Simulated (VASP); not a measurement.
# Ru16CO in VASP: single point with PBE+D3(BJ)

Aim: the single point of Ru16CO with PBE+D3(BJ).

Program: VASP 6.6.1. These are calculated values, not measurements. Logs are shortened: lines on timing, memory, paths and dates and some standing lists are left out, and cuts for length are marked.

**1. The cell of the first run**

The cell holds a slab with vacuum, 18 atoms: a = 5.395 Å, b = 5.395 Å, c = 25.088 Å, α = 90.00°, β = 90.00°, γ = 120.00°.

**2. Single point, PBE+D3(BJ)**

The input, INCAR:

```
SYSTEM = Ru16CO
PREC = Accurate ; ENCUT = 520
EDIFF = 1E-6 ; ISMEAR = 0
SIGMA = 0.1 ; LREAL = Auto
LASPH = .TRUE. ; NELM = 100
ALGO = Normal ; ISIF = 2
LWAVE = .FALSE. ; LCHARG = .FALSE.
LDIPOL = .TRUE. ; IDIPOL = 3
DIPOL = 0.5 0.5 0.316 ; GGA = PE
IVDW = 12 ; NBANDS = 132
```

The input, KPOINTS:

```
regular mesh
0
G
  6 6 1
  0 0 0
```

The input, POSCAR:

```
Ru16CO
1.0
    5.3951895594      0.0000000000      0.0000000000
   -2.6975947797      4.6723712167      0.0000000000
    0.0000000000      0.0000000000     25.0883144398
Ru O C
16 1 1
Direct
    0.3333333333      0.1666666667      0.1594367772
    0.3333333333      0.6666666667      0.1594367772
    0.8333333333      0.1666666667      0.1594367772
    0.8333333333      0.6666666667      0.1594367772
    0.1666666667      0.3333333333      0.2444528113
    0.1666666667      0.8333333333      0.2444528113
    0.6666666667      0.3333333333      0.2444528113
    0.6666666667      0.8333333333      0.2444528113
    0.3333333333      0.1666666667      0.3293143402
    0.3333333333      0.6666666667      0.3293143402
    0.8333333333      0.1666666667      0.3293143402
    0.8333333333      0.6666666667      0.3293143402
    0.1666666667      0.3333333333      0.4120768840
    0.1666666667      0.8333333333      0.4120768840
    0.6666666667      0.3333333333      0.4120768840
    0.6666666667      0.8333333333      0.4120768840
    0.1666666667      0.4166666667      0.5316544669
    0.1666666667      0.4166666667      0.5774925404
```

Potentials or basis: VASP PAW PBE potentials, release 64 (Ru_pv, O, C).

Launch:

```console
cat potpaw_PBE.64/Ru_pv/POTCAR potpaw_PBE.64/O/POTCAR potpaw_PBE.64/C/POTCAR > POTCAR
mpirun -np 1 vasp_std > vasp.out
```

OUTCAR:

```text
SYSTEM = Ru16CO
   PREC = Accurate
   ENCUT = 520
   EDIFF = 1E-6
   ISMEAR = 0
   LREAL = Auto
   LASPH = .TRUE.
   NELM = 100
   ISIF = 2
   GGA = PE
   IVDW = 12
 IVDW          = 12

 ion  position               nearest neighbor table
   1  0.333  0.167  0.159-   5 2.64   7 2.64   6 2.64   3 2.70   3 2.70   2 2.70   2 2.70   4 2.70
                             4 2.70
   2  0.333  0.667  0.159-   6 2.64   8 2.64   5 2.64   4 2.70   4 2.70   3 2.70   1 2.70   1 2.70
                             3 2.70
   3  0.833  0.167  0.159-   7 2.64   5 2.64   8 2.64   1 2.70   1 2.70   2 2.70   4 2.70   4 2.70
                             2 2.70
   4  0.833  0.667  0.159-   8 2.64   6 2.64   7 2.64   2 2.70   2 2.70   1 2.70   3 2.70   3 2.70
                             1 2.70
   5  0.167  0.333  0.244-   9 2.64  11 2.64  10 2.64   1 2.64   3 2.64   2 2.64   7 2.70   7 2.70
                             6 2.70   6 2.70   8 2.70   8 2.70
   6  0.167  0.833  0.244-  10 2.64  12 2.64   9 2.64   2 2.64   4 2.64   1 2.64   8 2.70   8 2.70
                             7 2.70   5 2.70   5 2.70   7 2.70
   7  0.667  0.333  0.244-  11 2.64   9 2.64  12 2.64   3 2.64   1 2.64   4 2.64   5 2.70   5 2.70
                             6 2.70   8 2.70   8 2.70   6 2.70
   8  0.667  0.833  0.244-  12 2.64  10 2.64  11 2.64   4 2.64   2 2.64   3 2.64   6 2.70   6 2.70
                             5 2.70   7 2.70   7 2.70   5 2.70
   9  0.333  0.167  0.329-  13 2.60  15 2.60  14 2.60   5 2.64   7 2.64   6 2.64  11 2.70  11 2.70
                            10 2.70  10 2.70  12 2.70  12 2.70
  10  0.333  0.667  0.329-  14 2.60  16 2.60  13 2.60   6 2.64   8 2.64   5 2.64  12 2.70  12 2.70
                            11 2.70   9 2.70   9 2.70  11 2.70
  11  0.833  0.167  0.329-  15 2.60  13 2.60  16 2.60   7 2.64   5 2.64   8 2.64   9 2.70   9 2.70
                            10 2.70  12 2.70  12 2.70  10 2.70
  12  0.833  0.667  0.329-  16 2.60  14 2.60  15 2.60   8 2.64   6 2.64   7 2.64  10 2.70  10 2.70
                             9 2.70  11 2.70  11 2.70   9 2.70
  13  0.167  0.333  0.412-   9 2.60  11 2.60  10 2.60  15 2.70  15 2.70  16 2.70  14 2.70  14 2.70
                            16 2.70
  14  0.167  0.833  0.412-  10 2.60  12 2.60   9 2.60  16 2.70  16 2.70  13 2.70  13 2.70  15 2.70
                            15 2.70
  15  0.667  0.333  0.412-  11 2.60   9 2.60  12 2.60  13 2.70  13 2.70  16 2.70  16 2.70  14 2.70
                            14 2.70
  16  0.667  0.833  0.412-  12 2.60  10 2.60  11 2.60  14 2.70  14 2.70  15 2.70  15 2.70  13 2.70
                            13 2.70
  17  0.167  0.417  0.532-  18 1.15
  18  0.167  0.417  0.577-  17 1.15

  LATTYP: Found a hexagonal cell.
 ALAT       =     5.3951895594
 C/A-ratio  =     4.6501265921

  Lattice vectors:

 A1 = (   5.3951895594,   0.0000000000,   0.0000000000)
 A2 = (  -2.6975947797,   4.6723712167,   0.0000000000)
 A3 = (   0.0000000000,   0.0000000000,  25.0883144398)

Analysis of symmetry for initial positions (statically):
=====================================================================
 Subroutine PRICEL returns:
 Original cell was already a primitive cell.

 Routine SETGRP: Setting up the symmetry group for a
 hexagonal supercell.

 Subroutine GETGRP returns: Found  1 space group operations
 (whereof  1 operations were pure point group operations)
 out of a pool of 24 trial point group operations.

The static configuration has the point symmetry C_1 .

Analysis of symmetry for dynamics (positions and initial velocities):
=====================================================================
 Subroutine PRICEL returns:
 Original cell was already a primitive cell.

 Routine SETGRP: Setting up the symmetry group for a
 hexagonal supercell.

 Subroutine GETGRP returns: Found  1 space group operations
 (whereof  1 operations were pure point group operations)
 out of a pool of 24 trial point group operations.

The dynamic configuration has the point symmetry C_1 .

 Subroutine INISYM returns: Found  1 space group operations
 (whereof  1 operations are pure point group operations),
 and found     1 'primitive' translations

----------------------------------------------------------------------------------------

                                     Primitive cell

  volume of cell :     632.4345

  direct lattice vectors                    reciprocal lattice vectors
[... 59 lines left out ...]
     0.030891717  0.017835341  0.000000000     0.166666667  0.000000000  0.000000000
     0.000000000  0.035670682  0.000000000     0.000000000  0.166666667  0.000000000
     0.000000000  0.000000000  0.039859194     0.000000000  0.000000000  1.000000000

  Length of vectors
     0.035670682  0.035670682  0.039859194

  Shift w.r.t. Gamma in fractional coordinates (k-lattice)
     0.000000000  0.000000000  0.000000000

 Subroutine IBZKPT returns following result:
 ===========================================

 Found     20 irreducible k-points:

 Following reciprocal coordinates:
            Coordinates               Weight
  0.000000  0.000000  0.000000      1.000000
  0.166667 -0.000000  0.000000      2.000000
  0.000000  0.166667  0.000000      2.000000
 -0.166667  0.166667  0.000000      2.000000
  0.333333 -0.000000  0.000000      2.000000
  0.000000  0.333333  0.000000      2.000000
[... 12 lines left out ...]
  0.500000 -0.166667  0.000000      2.000000
  0.333333  0.333333  0.000000      2.000000
   k-points           NKPTS =     20   k-points in BZ     NKDIM =     20   number of bands    NBANDS=    132
   number of dos      NEDOS =    301   number of ions     NIONS =     18
   total plane-waves  NPLWV = 307200
   dimension x,y,z NGX =    40 NGY =   40 NGZ =  192
   dimension x,y,z NGXF=    80 NGYF=   80 NGZF=  384
   ions per type =              16   1   1
   NGX,Y,Z   is equivalent  to a cutoff of  12.33, 12.33, 12.72 a.u.
   NGXF,Y,Z  is equivalent  to a cutoff of  24.65, 24.65, 25.45 a.u.
 SYSTEM =  Ru16CO
   PREC   = accura    normal or accurate (medium, high low for compatibility)
   ISTART =      0    job   : 0-new  1-cont  2-samecut
   ICHARG =      2    charge: 1-file 2-atom 10-const
   ISPIN  =      1    spin polarized calculation?
   LNONCOLLINEAR =      F non collinear calculations
   LSORBIT =      F    spin-orbit coupling
   LASPH  =      T    aspherical Exc in radial PAW
   ENCUT  =  520.0 eV  38.22 Ry    6.18 a.u.  10.03 10.03 46.65*2*pi/ulx,y,z
   NELM   =    100;   NELMIN=  2; NELMDL= -5     # of ELM steps
   EDIFF  = 0.1E-05   stopping-criterion for ELM
   LREAL  =      T    real-space projection
   EDIFFG = 0.1E-04   stopping-criterion for IOM
   NSW    =      0    number of steps for IOM
   IBRION =     -1    ionic relax: 0-MD 1-quasi-New 2-CG
   NFREE  =      0    steps in history (QN), initial steepest desc. (CG)
   ISIF   =      2    stress and relaxation
   ISYM   =      2    0-nonsym 1-usesym 2-fastsym
   POTIM  = 0.5000    time-step for ionic-motion
   TEBEG  =    0.0;   TEEND  =   0.0 temperature during run
   PSTRESS=    0.0 pullay stress
   NELECT =     234.0000    total number of electrons
   NUPDOWN=      -1.0000    fix difference up-down
   EMIN   =  10.00;   EMAX   =-10.00  energy-range for DOS
   EFERMI =   0.00;   METHOD = LEGACY
   ISMEAR =     0;   SIGMA  =   0.10  broadening in eV -4-tet -1-fermi 0-gaus
   EFERMI_NEDOS =   21; number of points for ismear=-14 and -15
   IALGO  =     38    algorithm
   IMIX   =      4    mixing-type and parameters
     AMIX     =   0.40;   BMIX     =  1.00
     AMIX_MAG =   1.60;   BMIX_MAG =  1.00
  volume/ion in A,a.u.               =      35.14       237.10
  Fermi-wavevector in a.u.,A,eV,Ry     =   1.175281  2.220958 18.793520  1.381285
  Thomas-Fermi vector in A             =   2.311664
   LORBIT       =      0    0 simple, 1 ext, 2 COOP (PROOUT), +10 PAW based schemes
   GGA     = PE    functional components
   LHFCALC =     F    Hartree Fock is set to
   AEXX    =    0.0000 exact exchange contribution
   IVDW    =    12    specifies the selected vdW correction
   LEPSILON=     F    determine dielectric tensor
   LRPA    =     F    only Hartree local field effects (RPA)
 non-spin polarized calculation
 Gauss-broadening in eV      SIGMA  =   0.10
  energy-cutoff  :      520.00
  volume of cell :      632.43
 maximum number of plane-waves:     17052
   NGX = 21   NGY = 21   NGZ = 93

 dipolmoment           0.000000      0.000000      0.091155 electrons x Angstroem

 number of electron     234.0000037 magnetization

 dipolmoment           0.000000      0.000000     -0.027380 electrons x Angstroem

 Free energy of the ion-electron system (eV)
  ---------------------------------------------------
  ext. energy  EPLUGINS =         0.00000000
  ---------------------------------------------------
  free energy    TOTEN  =      -154.10233953 eV

  energy without entropy =     -154.00598022  energy(sigma->0) =     -154.05415987

 E-fermi :   1.5013     XC(G=0):  -6.1625

 val. band max:        1.4956806392   @ k =   0.5000  -0.0000   0.0000
 cond. band min:       1.5227627729   @ k =  -0.3333   0.3333   0.0000
 fundamental gap:      0.0270821337
 Fermi energy:         1.5013142094

 k-point     1 :       0.0000    0.0000    0.0000
  band No.  band energies     occupation
      1     -42.2004      2.00000
      2     -42.1949      2.00000
      3     -42.1940      2.00000
      4     -42.1712      2.00000
      5     -42.1235      2.00000
      6     -42.1235      2.00000
[... 2629 lines left out ...]
    128       2.3374      0.00000
    129       2.3595      0.00000
 [bands above 129 left out]

------------------------ aborting loop because EDIFF is reached ----------------------------------------

 vacuum level on the upper side and lower side of the slab       (xc-potential included)        -0.272        -0.107

 Edisp (eV)   -7.56902

 E8    (eV) :    -3.5515

  FORCE on cell =-STRESS in cart. coord.  units (eV):
  Direction    XX          YY          ZZ          XY          YZ          ZX
  --------------------------------------------------------------------------------------
  -------------------------------------------------------------------------------------
  Total     -11.79805   -11.77960    -4.81262     0.01610    -0.08486     0.05557
  in kB     -29.88859   -29.84184   -12.19205     0.04078    -0.21497     0.14077
  external pressure =      -23.97 kB  Pullay stress =        0.00 kB

 VOLUME and BASIS-vectors are now :
 -----------------------------------------------------------------------------
  energy-cutoff  :      520.00
  volume of cell :      632.43
      direct lattice vectors                 reciprocal lattice vectors
     5.395189559  0.000000000  0.000000000     0.185350299  0.107012045  0.000000000
    -2.697594780  4.672371217  0.000000000     0.000000000  0.214024090  0.000000000
     0.000000000  0.000000000 25.088314440     0.000000000  0.000000000  0.039859194

 POSITION                                       TOTAL-FORCE (eV/Angst)
 -----------------------------------------------------------------------------------
      1.34880      0.77873      4.00000         0.009130     -0.002548      0.515846
     -0.00000      3.11491      4.00000        -0.001877      0.006417      0.521707
      4.04639      0.77873      4.00000        -0.008856     -0.000296      0.517762
      2.69759      3.11491      4.00000         0.002077     -0.003916      0.513457
      0.00000      1.55746      6.13291        -0.000038     -0.000453     -0.520249
     -1.34880      3.89364      6.13291        -0.007229     -0.004102     -0.529961
[... 10 lines left out ...]
     -0.22480      1.94682     13.33831         0.023440     -0.033557      0.731749
     -0.22480      1.94682     14.48831        -0.006951      0.003021     -0.642311
 -----------------------------------------------------------------------------------
    total drift:                               -0.000484     -0.000846     -0.022029

  FREE ENERGIE OF THE ION-ELECTRON SYSTEM (eV)
  ---------------------------------------------------
  free  energy   TOTEN  =      -161.6713603886 eV

  energy  without entropy=     -161.5750010821  energy(sigma->0) =     -161.62318074

 vacuum level on the upper side and lower side of the slab         6.211         6.387
```

It took 79 min on 1 thread of Intel Xeon Platinum 8488C (Sapphire Rapids), shared host; peak memory 1.3 GiB.

What came out:

```
Free energy                : -161.6714 eV
Largest force              : 0.733 eV/Å
Band gap on the k mesh     : zero (band 117 reaches 2.50 eV, above the bottom of band 118 at 1.24 eV)
Dispersion energy per atom : -0.421 eV
```

Forces in eV/Å, atoms in the order of the input:
```
Ru   0.009 -0.003  0.516
Ru  -0.002  0.006  0.522
Ru  -0.009  0.000  0.518
Ru   0.002 -0.004  0.513
Ru   0.000  0.000 -0.520
Ru  -0.007 -0.004 -0.530
Ru   0.001  0.010 -0.528
Ru   0.006 -0.003 -0.530
Ru   0.044 -0.025  0.052
Ru   0.001  0.057 -0.026
Ru  -0.048 -0.028  0.003
Ru   0.000 -0.004 -0.067
Ru   0.010 -0.012  0.050
Ru  -0.025  0.033 -0.025
Ru  -0.021 -0.003 -0.016
Ru   0.023  0.010 -0.020
O    0.023 -0.034  0.732
C   -0.007  0.003 -0.642
```

Levels at points of the mesh, in eV from the Fermi level:
| k point | band 115 | band 116 | band 117 | band 118 | band 119 | band 120 | band 121 | band 122 |
| --- | --- | --- | --- | --- | --- | --- | --- | --- |
| (0.00, 0.00, 0.00) | 0.20 | 0.99 | 0.99 | 1.07 | 1.08 | 1.08 | 1.19 | 1.19 |
| (0.50, 0.00, 0.00) | -0.62 | -0.57 | -0.57 | -0.08 | -0.07 | -0.01 | 0.03 | 0.05 |
| (0.00, 0.50, 0.00) | -0.62 | -0.57 | -0.57 | -0.08 | -0.07 | -0.01 | 0.03 | 0.05 |
| (0.50, 0.50, 0.00) | -0.62 | -0.57 | -0.57 | -0.08 | -0.07 | -0.01 | 0.03 | 0.05 |
